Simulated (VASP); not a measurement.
Runs of VASP 6.6.1 on CuSb. The structure is that of space group Fm-3m (No. 225), or close to it. The cells are those of the table. 

```tsv
level	cell	k mesh	smearing	gap on the mesh (eV)	pressure (GPa)
PBE	a = 3.742 Å, angles 60.0°, 2 atoms	6 × 6 × 6	gaussian 0.05 eV	none	7.3
r2SCAN	a = 3.806 Å, angles 60.0°, 2 atoms	12 × 12 × 12	gaussian 0.05 eV	none	0.1
r2SCAN	a = 3.780 Å, angles 60.0°, 2 atoms	12 × 12 × 12	gaussian 0.05 eV	none	(b)
r2SCAN	a = 3.755 Å, angles 60.0°, 2 atoms	12 × 12 × 12	gaussian 0.05 eV	none	(a)
PBE	a = 3.835 Å, angles 60.0°, 2 atoms	6 × 6 × 6	gaussian 0.05 eV	none	0.2
r2SCAN	a = 3.806 Å, angles 60.0°, 2 atoms	12 × 12 × 12	tetrahedron	none	0.1
r2SCAN	a = 3.819 Å, angles 60.0°, 2 atoms	12 × 12 × 12	gaussian 0.05 eV	none	-0.8
PBE	a = 3.800 Å, angles 60.0°, 2 atoms	6 × 6 × 6	gaussian 0.05 eV	none	2.5
```

Alike in all rows: task single point; potentials or basis VASP PAW PBE potentials, release 64 (Cu, Sb); no spin polarisation; cutoff (eV) 520.

Q: Estimate the missing entries.

A: (a) 4.0; (b) 1.9.

Caveats: spin-orbit coupling is left out, which moves the levels of the heavy elements; the PAW data sets were made with another functional, which shifts forces and pressure a little (some runs); tetrahedron occupations give inexact forces and stress in metals (some runs).

A k mesh can miss the band edges, and the runs leave out spin-orbit coupling on Sb.

A gap of «none» marks levels without a gap at the run's occupations.
